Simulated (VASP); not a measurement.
Here is a VASP 6.6.1 calculation.

The input INCAR:

```
SYSTEM = CoSi
  ALGO = Normal
  EDIFF = 1E-6
  ENCUT = 520
  GGA = PE
  ISIF = 2
  ISMEAR = -1
  LASPH = .True.
  LCHARG = .False.
  LREAL = .False.
  LWAVE = .False.
  NBANDS = 14
  NELM = 80
  PREC = Accurate
  SIGMA = 0.08
```

File KPOINTS:

```
k-points
0
Gamma
  16 16 14
  0 0 0
```

POSCAR

```
CoSi
1.0
    2.4909137088      0.0000000000      0.0000000000
   -1.2454568544      2.1571945504      0.0000000000
    0.0000000000      0.0000000000      3.3817023368
Co Si
1 1
Direct
    0.0000000000      0.0000000000      0.0000000000
    0.3333333333      0.6666666667      0.5000000000
```

Potentials or basis: VASP PAW PBE potentials, release 64 (Co, Si).

The run is started by

```bash
$ cat potpaw_PBE.64/Co/POTCAR potpaw_PBE.64/Si/POTCAR > POTCAR
$ mpirun -np 1 vasp_std > vasp.out
```

Q: What does it give for the pressure?

A: 68.2 GPa.

Stress tensor (GPa, compression positive):
```
68.03  0.00  0.00
 0.00 68.03  0.00
 0.00  0.00 68.45
```

Spin polarisation is off, so any magnetic state and its effect on volume and gap are missing.
